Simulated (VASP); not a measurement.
Ge:

```
Ge
1.0
     4.93903    0.00000    0.00000
     0.00000    4.93903    0.00000
     0.00000    0.00000    2.30731
Ge
3
Direct
  0.00000 0.00000 0.00000
  0.00000 0.50000 0.00000
  0.50000 0.00000 0.00000
```

The cell was built from a structure type or drawn by symmetry, and may not be a known phase.

| Property | Result |
| --- | --- |
| Program | VASP 6.6.1 |
| Task | relaxation of cell and atoms |
| Functional | PBE |
| Potentials or basis | VASP PAW PBE potentials, release 64 (Ge_d) |
| Cutoff | 600 eV |
| k mesh | 4 × 4 × 8 |
| Occupations | gaussian, width 0.1 eV |
| Spin | no spin polarisation |

At the start: pressure 25.2 GPa; volume 18.76 Å³/atom.

Problem. How do energy, volume and symmetry change on relaxing?

Solution. Over 7 steps the energy falls by 395.1 meV/atom and the volume is 24.24 Å³/atom (+29.2 %); space group P4/mmm (No. 123, to 0.1 Å) before and after.

Step by step:
| step | energy change (eV) | largest force (eV/Å) | pressure (GPa) | volume (Å³) |
| --- | --- | --- | --- | --- |
| 1 | 0.0000 | 0.0000 | 25.24 | 56.28 |
| 2 | -0.8407 | 0.0000 | -4.38 | 83.08 |
| 3 | -1.1356 | 0.0000 | 2.01 | 69.78 |
| 4 | -1.1850 | 0.0000 | -0.26 | 72.97 |
| 5 | -1.1850 | 0.0000 | -0.28 | 73.00 |
| 6 | -1.1854 | 0.0000 | 0.08 | 72.59 |
| 7 | -1.1854 | 0.0000 | 0.00 | 72.71 |

Final structure:
```
Ge
1.0
     5.26762    0.00000    0.00000
     0.00000    5.26762    0.00000
     0.00000    0.00000    2.62040
Ge
3
Direct
  0.00000 0.00000 0.00000
  0.00000 0.50000 0.00000
  0.50000 0.00000 0.00000
```

Caveat: the volume moved by over 15 % at a fixed basis, so the end points are rough.
